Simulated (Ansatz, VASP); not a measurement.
# Two plane-wave programs on Al

```
Al
1.0
     4.57594    0.00000    0.00000
    -2.28797    3.96288    0.00000
     0.00000    0.00000    2.71480
Al
2
Direct
  0.33333 0.66667 0.00000
  0.66667 0.33333 0.00000
```

Alike in both runs: task relaxation of cell and atoms; functional PBE; k mesh 12 × 12 × 20; occupations gaussian, width 0.1 eV; no spin polarisation.

|  | VASP | Ansatz |
| --- | --- | --- |
| version | VASP 6.6.1 | Ansatz 0.2.0 |
| potentials or method | VASP PAW PBE potentials, release 64 (Al), cutoff 600 eV | scalar-relativistic, plane waves, PAW |
| valence electrons in the cell | 6 | 6 |

|  | VASP | Ansatz | Ansatz less VASP |
| --- | --- | --- | --- |
| gap on the k mesh at the Fermi level, each at its own relaxed structure (eV) | none | none | - |
| relaxed volume (Å³/atom) | 24.63 | 24.63 | 0.000 |
| relaxed cell length with the largest relative difference (Å) | 2.753 | 2.753 | -0.0003 |

A gap of «none» marks a metal or a gap that the smearing closes.
